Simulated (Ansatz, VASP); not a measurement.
# AgCl in VASP and in Ansatz

INCAR

```
PREC = Accurate ; ENCUT = 520
EDIFF = 1E-7 ; ISMEAR = 0
SIGMA = 0.05 ; LREAL = F
LASPH = T ; NELM = 80
ALGO = Normal ; ISIF = 2
LWAVE = F ; LCHARG = F
GGA = PS ; NBANDS = 16
```

Contents of KPOINTS:

```
Automatic mesh
0
Gamma
  10 10 10
```

File POSCAR:

```
AgCl
1.0
    3.5321846278      0.0000000000      0.0000000000
    0.0000000000      3.5321846278      0.0000000000
    0.0000000000      0.0000000000      3.6352038178
Ag Cl
1 1
Direct
    0.0000000000      0.0000000000      0.0436811821
    0.5000000000      0.5000000000      0.4563188179
```

Input for Ansatz:

```yaml
crystal:
  lattice:
    - [3.5321846278, 0.0, 0.0]
    - [0.0, 3.5321846278, 0.0]
    - [0.0, 0.0, 3.6352038178]
  atoms:
    - { symbol: Ag, position: [0.0, 0.0, 0.0436811821] }
    - { symbol: Cl, position: [0.5, 0.5, 0.4563188179] }
basis:
  ecutwfc: 420
kpoints:
  mp_grid: { grid: [10, 10, 10] }
hamiltonian:
  xc: pbesol
scf:
  occupations: { method: gaussian, width: 0.05 }
output:
  forces: true
  stress: true
  eigenvalues: true
```

Alike in both runs: task single point; functional PBEsol; k mesh 10 × 10 × 10; occupations gaussian, width 0.05 eV; no spin polarisation.

```csv
,VASP,Ansatz
version,VASP 6.6.1,Ansatz 0.2.0
potentials or method,"VASP PAW PBE potentials, release 64 (Ag, Cl), cutoff 520 eV","scalar-relativistic, plane waves, PAW"
valence electrons in the cell,18,26
```

VASP gave:

```
gap on the k mesh at the Fermi level (eV)                     : 0.40
least direct gap on the mesh (eV)                             : 1.45
pressure (GPa)                                                : -6.8
traceless stress, the component that is largest in VASP (GPa) : -0.57
rms of the force components (eV/Å)                            : 0.117
```

Task: What did Ansatz give for the same quantities?

Result: gap on the k mesh at the Fermi level (eV): 0.40; least direct gap on the mesh (eV): 1.45; pressure (GPa): -6.7; traceless stress, the component that is largest in VASP (GPa): -0.56; rms of the force components (eV/Å): 0.117.

VASP's potentials were made for PBE, not for PBEsol. Atom by atom the forces differ by 0.000 eV/Å (rms over components). With one functional, cell and mesh, what is left measures potentials, basis and numerics. VASP's potentials hold 18 valence electrons a cell and Ansatz's 26, so a difference there can come from the potentials and not from the codes.
